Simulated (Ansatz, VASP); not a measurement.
One calculation of AlIn2As3, two programs

File INCAR:

```
PREC = Accurate
ENCUT = 500
EDIFF = 1E-7
ISMEAR = 0
SIGMA = 0.2
LREAL = False
LASPH = True
NELM = 120
ALGO = Normal
ISIF = 3
LWAVE = False
LCHARG = False
GGA = PE
IBRION = 2
NSW = 36
EDIFFG = -0.08
GGA_COMPAT = False
NELMIN = 4
```

File KPOINTS:

```
Automatic mesh
0
Gamma
  5 5 5
```

POSCAR

```
AlIn2As3
1.0
   -2.0950000000      6.2800000000      2.9600000000
    2.0950000000     -6.2800000000      2.9600000000
    2.0950000000      6.2800000000     -2.9600000000
Al In As
1 2 3
Direct
    0.0000000000      0.0000000000      0.0000000000
    0.3333000000      0.0000000000      0.3333000000
    0.6667000000      0.0000000000      0.6667000000
    0.9167000000      0.7500000000      0.1667000000
    0.5833000000      0.7500000000      0.8333000000
    0.2500000000      0.7500000000      0.5000000000
```

Input for Ansatz:

```yaml
crystal:
  lattice:
    - [-2.095, 6.28, 2.96]
    - [2.095, -6.28, 2.96]
    - [2.095, 6.28, -2.96]
  atoms:
    - { symbol: Al, position: [0.0, 0.0, 0.0] }
    - { symbol: In, position: [0.3333, 0.0, 0.3333] }
    - { symbol: In, position: [0.6667, 0.0, 0.6667] }
    - { symbol: As, position: [0.9167, 0.75, 0.1667] }
    - { symbol: As, position: [0.5833, 0.75, 0.8333] }
    - { symbol: As, position: [0.25, 0.75, 0.5] }
basis:
  ecutwfc: 420
kpoints:
  mp_grid: { grid: [5, 5, 5] }
hamiltonian:
  xc: pbe
scf:
  occupations: { method: gaussian, width: 0.2 }
  lower_state_search: "off"
output:
  forces: true
  stress: true
  eigenvalues: true
relax:
  adjacent_minimum: "off"
  f_tol: 0.08
  max_steps: 16
  cell: { stress_tol: 0.8 }
```

Alike in both runs: task relaxation of cell and atoms; functional PBE; k mesh 5 × 5 × 5; occupations gaussian, width 0.2 eV; no spin polarisation.

|  | VASP | Ansatz |
| --- | --- | --- |
| version | VASP 6.6.1 | Ansatz 0.2.0 |
| potentials or method | VASP PAW PBE potentials, release 64 (Al, In_d, As), cutoff 500 eV | scalar-relativistic, plane waves, PAW |
| valence electrons in the cell | 44 | 74 |

|  | VASP | Ansatz | Ansatz less VASP |
| --- | --- | --- | --- |
| relaxed volume (Å³/atom) | 27.41 | 27.44 | +0.023 |
| relaxed length of the cell vector where the two differ most in proportion (Å) | 7.389 | 7.385 | -0.0041 |

VASP's potentials hold 44 valence electrons a cell and Ansatz's 74, so a difference there can come from the potentials and not from the codes.
